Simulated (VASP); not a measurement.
A run of VASP 6.6.1:

INCAR

```
SYSTEM = BaRe
PREC     = Accurate       ! precision mode
ENCUT    = 560            ! plane-wave cutoff, eV
EDIFF    = 1E-6           ! SCF threshold, eV
ISMEAR   = 0              ! smearing method
SIGMA    = 0.05           ! smearing width, eV
LREAL    = .FALSE.        ! projectors in reciprocal space
LASPH    = .TRUE.         ! aspherical terms in the spheres
NELM     = 120            ! most SCF steps
ALGO     = Normal         ! electronic algorithm
ISIF     = 2              ! what is computed and relaxed
LWAVE    = .FALSE.        ! write WAVECAR
LCHARG   = .FALSE.        ! write CHGCAR
GGA      = PE             ! functional
NBANDS   = 20             ! bands
GGA_COMPAT= .FALSE.
```

File KPOINTS:

```
Automatic mesh
0
Gamma
  8 8 8
  0.5 0.5 0.5
```

File POSCAR:

```
BaRe
1.0
    3.7233438108      0.0000000000      0.0000000000
    0.0000000000      3.7233438108      0.0000000000
    0.0000000000      0.0000000000      3.7233438108
Ba Re
1 1
Direct
    0.0000000000      0.0000000000      0.0000000000
    0.5000000000      0.5000000000      0.5000000000
```

Potentials or basis: VASP PAW PBE potentials, release 64 (Ba_sv, Re_sv_GW).

The run is started by

```console
$ cat potpaw_PBE.64/Ba_sv/POTCAR potpaw_PBE.64/Re_sv_GW/POTCAR > POTCAR
$ mpirun -np 1 vasp_std > vasp.out
```

Hardware: 1 thread of Intel(R) Xeon(R) 6975P-C (Granite Rapids) (shared host).

Task: Estimate the wall time of this run.

Result: Wall time 13 s on 1 thread of Intel(R) Xeon(R) 6975P-C (Granite Rapids), with other jobs on the host, peak memory 0.19 GiB. Counts: scf iterations 14, k points 20.
